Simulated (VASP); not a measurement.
Write the native input for VASP 6.6.1 that does the following.

- Task: single point
- Functional: PBE
- Potentials or basis: VASP PAW PBE potentials, release 64 (In_d, Sb)
- Cutoff: 520 eV
- k mesh: 10 × 10 × 10
- Occupations: fermi-dirac, width 0.02 eV
- Spin: no spin polarisation
- Dipole correction: no
- Further INCAR settings: ALGO = Normal; EDIFF = 1e-07; NBANDS = 22

The structure of InSb3 lies in POSCAR:

```
InSb3
1.0
    4.8140709933      0.0000000000      0.0000000000
    0.0000000000      4.8140709933      0.0000000000
    0.0000000000      0.0000000000      4.8140709933
In Sb
1 3
Direct
    0.0000000000      0.0000000000      0.0000000000
    0.5000000000      0.0000000000      0.5000000000
    0.0000000000      0.5000000000      0.5000000000
    0.5000000000      0.5000000000      0.0000000000
```

The input as run:

INCAR

```
PREC = Accurate
ENCUT = 520
EDIFF = 1E-7
ISMEAR = -1
SIGMA = 0.02
LREAL = F
LASPH = T
NELM = 100
ALGO = Normal
ISIF = 2
LWAVE = F
LCHARG = F
GGA = PE
NBANDS = 22
```

KPOINTS

```
regular mesh
0
Gamma
  10 10 10
```

Potentials or basis: VASP PAW PBE potentials, release 64 (In_d, Sb).

The run is started by

```console
$ cat potpaw_PBE.64/In_d/POTCAR potpaw_PBE.64/Sb/POTCAR > POTCAR
$ mpirun -np 1 vasp_std > vasp.out
```

Results of the run:

- Pressure: -0.1 GPa
- Band gap on the k mesh: zero (band 14 reaches 11.24 eV, above the bottom of band 15 at 6.68 eV)

Caveat: spin-orbit coupling is left out, which moves the levels of the heavy elements.

Wall time 110 s on 1 thread of Intel(R) Xeon(R) Platinum 8375C CPU @ 2.90GHz (Ice Lake), with other jobs on the host, peak memory 0.28 GiB.
